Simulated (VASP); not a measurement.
# Te in VASP: a series of runs

Te is run at these levels: PBE; tasks: single point.

Everything below comes from runs of VASP 6.6.1. Logs are shortened: lines on timing, memory, paths and dates and some standing lists are left out, and cuts for length are marked.

### Step 1. The cell of the first run

Symmetry: R-3m, No. 166, trigonal system. The conventional cell has a = 3.541 Å, b = 3.541 Å, c = 6.590 Å, α = 90.00°, β = 90.00°, γ = 120.00°. Te (site symmetry -3m) has 12 Te at 3.00 to 3.54 Å within 4.0 Å.

### Step 2. Single point, PBE

Input file INCAR:

```
  ALGO = Normal
  EDIFF = 1E-6
  ENCUT = 520
  GGA = PE
  ISIF = 2
  ISMEAR = 0
  LASPH = True
  LCHARG = True
  LELF = True
  LREAL = False
  LVHAR = True
  LWAVE = False
  NBANDS = 16
  NELM = 100
  PREC = Accurate
  SIGMA = 0.1
```

Input file KPOINTS:

```
k-points
0
Gamma
  7 7 5
```

Input file POSCAR:

```
Te
1.0
    3.5408394720      0.0000000000      0.0000000000
   -1.7704197360      3.0664569335      0.0000000000
    0.0000000000      0.0000000000      6.5899806625
Te
3
Direct
    0.3333330009      0.0000000000      0.3333333333
    0.0000000000      0.3333330009      0.6666666667
    0.6666669991      0.6666669991      0.0000000000
```

Potentials or basis: VASP PAW PBE potentials, release 64 (Te).

The run is started by

```console
> cat potpaw_PBE.64/Te/POTCAR > POTCAR
> mpirun -np 1 vasp_std > vasp.out
```

OUTCAR:

```text
EDIFF = 1E-6
   ENCUT = 520
   GGA = PE
   ISIF = 2
   ISMEAR = 0
   LASPH = True
   LREAL = False
   NELM = 100
   PREC = Accurate

 ion  position               nearest neighbor table
   1  0.333  0.000  0.333-   3 3.00   2 3.00   3 3.00   3 3.00   2 3.00   2 3.00
   2  0.000  0.333  0.667-   3 3.00   1 3.00   3 3.00   3 3.00   1 3.00   1 3.00
   3  0.667  0.667  0.000-   1 3.00   2 3.00   1 3.00   2 3.00   2 3.00   1 3.00

  LATTYP: Found a hexagonal cell.
 ALAT       =     3.5408394720
 C/A-ratio  =     1.8611351106

  Lattice vectors:

 A1 = (   3.5408394720,   0.0000000000,   0.0000000000)
 A2 = (  -1.7704197360,   3.0664569335,   0.0000000000)
 A3 = (   0.0000000000,   0.0000000000,   6.5899806625)

Analysis of symmetry for initial positions (statically):
=====================================================================
 Subroutine PRICEL returns following result:

  LATTYP: Found a trigonal (rhomboedric) cell.
 ALAT       =     3.0007501865
 COS(alpha) =     0.3038175064

  Lattice vectors:

 A1 = (   1.7704197360,  -1.0221543500,  -2.1966602206)
 A2 = (  -1.7704197360,  -1.0221482336,  -2.1966602213)
 A3 = (   0.0000000000,   2.0443025835,  -2.1966602206)

   3 primitive cells build up your supercell.

 Routine SETGRP: Setting up the symmetry group for a
 hexagonal supercell.

 Subroutine GETGRP returns: Found 12 space group operations
 (whereof  2 operations were pure point group operations)
 out of a pool of 24 trial point group operations.

The static configuration has the point symmetry C_2 .
 The point group associated with its full space group is D_3d.

Analysis of symmetry for dynamics (positions and initial velocities):
=====================================================================
 Subroutine PRICEL returns following result:

  LATTYP: Found a trigonal (rhomboedric) cell.
 ALAT       =     3.0007501865
 COS(alpha) =     0.3038175064

  Lattice vectors:

 A1 = (   1.7704197360,  -1.0221543500,  -2.1966602206)
 A2 = (  -1.7704197360,  -1.0221482336,  -2.1966602213)
 A3 = (   0.0000000000,   2.0443025835,  -2.1966602206)

   3 primitive cells build up your supercell.

 Routine SETGRP: Setting up the symmetry group for a
 hexagonal supercell.

 Subroutine GETGRP returns: Found 12 space group operations
 (whereof  2 operations were pure point group operations)
 out of a pool of 24 trial point group operations.

The dynamic configuration has the point symmetry C_2 .
 The point group associated with its full space group is D_3d.

 Subroutine INISYM returns: Found 12 space group operations
 (whereof  2 operations are pure point group operations),
 and found     3 'primitive' translations

----------------------------------------------------------------------------------------

                                     Primitive cell

  volume of cell :      23.8509

  direct lattice vectors                    reciprocal lattice vectors
     1.770419736 -1.022154350 -2.196660221     0.282418622 -0.163054792 -0.151745514
    -1.770419736 -1.022148234 -2.196660221    -0.282419185 -0.163054792 -0.151745514
     0.000000000  2.044302584 -2.196660221     0.000000563  0.326109585 -0.151745514

  length of vectors
     3.000750186  3.000748104  3.000748103     0.359685757  0.359686200  0.359686200

  position of ions in fractional coordinates (direct lattice)
     0.999999335  0.333333333  0.666667332

  ion indices of the primitive-cell ions
   primitive index   ion index
                 1           1

----------------------------------------------------------------------------------------

 KPOINTS: k-points

Automatic generation of k-mesh.
 Grid dimensions read from file:
 generate k-points for:    7    7    5

 Generating k-lattice:

  Cartesian coordinates                     Fractional coordinates (reciprocal lattice)
     0.040345558  0.023293519  0.000000000     0.142857143  0.000000000  0.000000000
     0.000000000  0.046587037  0.000000000     0.000000000  0.142857143  0.000000000
     0.000000000  0.000000000  0.030349103     0.000000000  0.000000000  0.200000000

  Length of vectors
     0.046587037  0.046587037  0.030349103

  Shift w.r.t. Gamma in fractional coordinates (k-lattice)
     0.000000000  0.000000000  0.000000000

 Subroutine IBZKPT returns following result:
 ===========================================

 Found     32 irreducible k-points:

 Following reciprocal coordinates:
            Coordinates               Weight
  0.000000  0.000000  0.000000      1.000000
  0.142857  0.000000  0.000000      6.000000
  0.285714  0.000000  0.000000      6.000000
  0.428571  0.000000  0.000000      6.000000
  0.142857  0.142857  0.000000      6.000000
  0.285714  0.142857  0.000000     12.000000
[... 16 lines left out ...]
  0.000000  0.142857  0.400000      6.000000
  0.285714  0.000000  0.400000      6.000000
 [... further k-points ...]
   k-points           NKPTS =     32   k-points in BZ     NKDIM =     32   number of bands    NBANDS=     16
   number of dos      NEDOS =    301   number of ions     NIONS =      3
   total plane-waves  NPLWV =  39200
   dimension x,y,z NGX =    28 NGY =   28 NGZ =   50
   dimension x,y,z NGXF=    56 NGYF=   56 NGZF=  100
   ions per type =               3
   NGX,Y,Z   is equivalent  to a cutoff of  13.15, 13.15, 12.61 a.u.
   NGXF,Y,Z  is equivalent  to a cutoff of  26.29, 26.29, 25.23 a.u.
 SYSTEM =  unknown system
   PREC   = accura    normal or accurate (medium, high low for compatibility)
   ISTART =      0    job   : 0-new  1-cont  2-samecut
   ICHARG =      2    charge: 1-file 2-atom 10-const
   ISPIN  =      1    spin polarized calculation?
   LNONCOLLINEAR =      F non collinear calculations
   LSORBIT =      F    spin-orbit coupling
   LASPH  =      T    aspherical Exc in radial PAW
   ENCUT  =  520.0 eV  38.22 Ry    6.18 a.u.   6.58  6.58 12.25*2*pi/ulx,y,z
   NELM   =    100;   NELMIN=  2; NELMDL= -5     # of ELM steps
   EDIFF  = 0.1E-05   stopping-criterion for ELM
   LREAL  =      F    real-space projection
   EDIFFG = 0.1E-04   stopping-criterion for IOM
   NSW    =      0    number of steps for IOM
   IBRION =     -1    ionic relax: 0-MD 1-quasi-New 2-CG
   NFREE  =      0    steps in history (QN), initial steepest desc. (CG)
   ISIF   =      2    stress and relaxation
   ISYM   =      2    0-nonsym 1-usesym 2-fastsym
   POTIM  = 0.5000    time-step for ionic-motion
   TEBEG  =    0.0;   TEEND  =   0.0 temperature during run
   PSTRESS=    0.0 pullay stress
   NELECT =      18.0000    total number of electrons
   NUPDOWN=      -1.0000    fix difference up-down
   EMIN   =  10.00;   EMAX   =-10.00  energy-range for DOS
   EFERMI =   0.00;   METHOD = LEGACY
   ISMEAR =     0;   SIGMA  =   0.10  broadening in eV -4-tet -1-fermi 0-gaus
   EFERMI_NEDOS =   21; number of points for ismear=-14 and -15
   IALGO  =     38    algorithm
   IMIX   =      4    mixing-type and parameters
     AMIX     =   0.40;   BMIX     =  1.00
     AMIX_MAG =   1.60;   BMIX_MAG =  1.00
  volume/ion in A,a.u.               =      23.85       160.95
  Fermi-wavevector in a.u.,A,eV,Ry     =   1.033451  1.952939 14.531309  1.068021
  Thomas-Fermi vector in A             =   2.167698
   LORBIT       =      0    0 simple, 1 ext, 2 COOP (PROOUT), +10 PAW based schemes
   GGA     = PE    functional components
   LHFCALC =     F    Hartree Fock is set to
   AEXX    =    0.0000 exact exchange contribution
   IVDW    =     0    specifies the selected vdW correction
   LEPSILON=     F    determine dielectric tensor
   LRPA    =     F    only Hartree local field effects (RPA)
 non-spin polarized calculation
 Gauss-broadening in eV      SIGMA  =   0.10
  energy-cutoff  :      520.00
  volume of cell :       71.55
 maximum number of plane-waves:      1968
 NGX is ok and might be reduce to    28
   NGX = 13   NGY = 13   NGZ = 25

 number of electron      18.0000000 magnetization

 Free energy of the ion-electron system (eV)
  ---------------------------------------------------
  ext. energy  EPLUGINS =         0.00000000
  ---------------------------------------------------
  free energy    TOTEN  =        -7.94689511 eV

  energy without entropy =       -7.94429125  energy(sigma->0) =       -7.94559318

 E-fermi :  10.7041     XC(G=0): -10.8250

 val. band max:       10.6870269850   @ k =   0.0000   0.0000   0.2000
 cond. band min:      10.8302553595   @ k =   0.0000   0.0000   0.2000
 fundamental gap:      0.1432283745
 Fermi energy:        10.7040605218

 k-point     1 :       0.0000    0.0000    0.0000
  band No.  band energies     occupation
      1      -5.1155      2.00000
      2      -1.6727      2.00000
      3      -1.6727      2.00000
      4       8.4519      2.00000
      5       8.4519      2.00000
      6      10.3601      2.00000
[... 8 lines left out ...]
     15      18.1715      0.00000
     16      18.1732      0.00000

 k-point     2 :       0.1429    0.0000    0.0000
  band No.  band energies     occupation
      1      -4.8124      2.00000
      2      -1.4328      2.00000
      3      -1.4089      2.00000
      4       7.1262      2.00000
      5       7.7102      2.00000
      6       9.0646      2.00000
[... 8 lines left out ...]
     15      17.4970      0.00000
     16      17.8635      0.00000

 k-point     3 :       0.2857    0.0000    0.0000
  band No.  band energies     occupation
      1      -3.9243      2.00000
      2      -0.9337      2.00000
      3      -0.6492      2.00000
      4       4.6618      2.00000
      5       5.8884      2.00000
      6       7.9565      2.00000
[... 8 lines left out ...]
     15      19.1193      0.00000
     16      19.6653      0.00000
[... 362 lines left out ...]
 k-point    23 :       0.0000    0.1429    0.4000
  band No.  band energies     occupation
      1      -4.2583      2.00000
      2      -3.5793      2.00000
      3       1.3964      2.00000
      4       4.4301      2.00000
      5       8.2523      2.00000
      6       8.7007      2.00000
[... 8 lines left out ...]
     15      18.0567      0.00000
     16      18.3130      0.00000

 k-point    24 :       0.2857    0.0000    0.4000
  band No.  band energies     occupation
      1      -3.4245      2.00000
      2      -2.6956      2.00000
      3       1.0948      2.00000
      4       5.3107      2.00000
      5       5.7666      2.00000
      6       6.5386      2.00000
[... 8 lines left out ...]
     15      18.7851      0.00000
     16      18.8695      0.00000

 [... further k-points ...]

------------------------ aborting loop because EDIFF is reached ----------------------------------------

  FORCE on cell =-STRESS in cart. coord.  units (eV):
  Direction    XX          YY          ZZ          XY          YZ          ZX
  --------------------------------------------------------------------------------------
  -------------------------------------------------------------------------------------
  Total        8.9004803      8.9004803      8.9466616     -0.0000000      0.0000000     -0.0000000
  in kB      199.2951723    199.2951723    200.3292398     -0.0000000      0.0000000     -0.0000000
  external PRESSURE =     199.6398615 kB  Pullay stress =       0.0000000 kB

 VOLUME and BASIS-vectors are now :
 -----------------------------------------------------------------------------
  energy-cutoff  :      520.00
  volume of cell :       71.55
      direct lattice vectors                 reciprocal lattice vectors
     3.540839472  0.000000000  0.000000000     0.282418903  0.163054630  0.000000000
    -1.770419736  3.066456934  0.000000000     0.000000000  0.326109260  0.000000000
     0.000000000  0.000000000  6.589980663     0.000000000  0.000000000  0.151745514

 POSITION                                       TOTAL-FORCE (eV/Angst)
 -----------------------------------------------------------------------------------
      1.18028      0.00000      2.19666        -0.000000     -0.000000      0.000000
     -0.59014      1.02215      4.39332        -0.000000      0.000000      0.000000
      1.18028      2.04431      0.00000         0.000000     -0.000000     -0.000000
 -----------------------------------------------------------------------------------
    total drift:                                0.001714      0.000479      0.000007

  FREE ENERGIE OF THE ION-ELECTRON SYSTEM (eV)
  ---------------------------------------------------
  free  energy   TOTEN  =        -7.9468951145 eV

  energy  without entropy=       -7.9442912462  energy(sigma->0) =       -7.94559318
```

Run time: 16 s. Hardware: 1 thread of AMD EPYC 9R45 (Zen 5), shared host; peak memory 0.16 GiB.

Results:

- Free energy: -7.9469 eV
- Pressure: 20.0 GPa
- Band gap on the k mesh: zero (bands 9 and 10 overlap by 3.38 eV)

Caveat: the cell stands under pressure; spin-orbit coupling is left out, which moves the levels of the heavy elements.

### Step 3. Single point, PBE

This run uses another cell than the first one, of 27.41 Å³/atom.

Input file INCAR:

```
  PREC = Accurate
  ENCUT = 520
  EDIFF = 1E-6
  ISMEAR = 0
  SIGMA = 0.1
  LREAL = F
  LASPH = T
  NELM = 80
  ALGO = Normal
  ISIF = 2
  LWAVE = F
  LCHARG = F
  GGA = PE
  NBANDS = 16
```

Input file KPOINTS:

```
Automatic mesh
0
Gamma
  7 7 5
```

Input file POSCAR:

```
Te
1.0
    3.9162496670      0.0000000000      0.0000000000
   -1.9581248335      3.3915716992      0.0000000000
    0.0000000000      0.0000000000      6.1901771137
Te
3
Direct
    0.3202199793      0.0000000000      0.3333333333
    0.0000000000      0.3202199793      0.6666666667
    0.6797800207      0.6797800207      0.0000000000
```

Potentials or basis: VASP PAW PBE potentials, release 64 (Te).

The run is started by

```console
> cat potpaw_PBE.64/Te/POTCAR > POTCAR
> mpirun -np 1 vasp_std > vasp.out
```

Run time: 15 s. Hardware: 1 thread of AMD EPYC 9R45 (Zen 5), shared host; peak memory 0.17 GiB.

It converged, with:

```yaml
Free_energy: -8.8381 eV
Pressure: 10.0 GPa
Band_gap_on_the_k_mesh: zero (bands 9 and 10 overlap by 0.87 eV)
```

Levels at points of the mesh, in eV from the Fermi level:
```tsv
k point	band 5	band 6	band 7	band 8	band 9	band 10	band 11	band 12	band 13	band 14
(0.00, 0.00, 0.00)	-1.83	-1.83	-1.54	-1.54	-1.32	1.53	1.53	2.74	4.48	4.48
```

Caveat: the cell stands under pressure; spin-orbit coupling is left out, which moves the levels of the heavy elements.

The gap in the log of VASP goes by the Fermi energy; the results here count the filled bands.